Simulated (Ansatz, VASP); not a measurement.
# One calculation of W, two programs

```
W
1.0
    -1.60075    1.60075    1.60075
     1.60075   -1.60075    1.60075
     1.60075    1.60075   -1.60075
W
1
Direct
  0.00000 0.00000 0.00000
```

Alike in both runs: task single point; functional r2SCAN; k mesh 8 × 8 × 8; occupations gaussian, width 0.1 eV; no spin polarisation.

|  | VASP | Ansatz |
| --- | --- | --- |
| version | VASP 6.6.1 | Ansatz 0.2.0 |
| potentials or method | VASP PAW PBE potentials, release 64 (W_sv), cutoff 520 eV | scalar-relativistic, plane waves, PAW |
| valence electrons in the cell | 14 | 14 |

|  | VASP | Ansatz | Ansatz less VASP |
| --- | --- | --- | --- |
| gap on the k mesh at the Fermi level (eV) | none | none | - |
| pressure (GPa) | -8.1 | -9.0 | -0.91 |

VASP's potentials were made for PBE, not for r2SCAN. A gap of «none» marks a metal or a gap that the smearing closes. The functional is the same, so the differences come from potentials, cutoffs and numerics.

Spin-orbit coupling is off throughout.
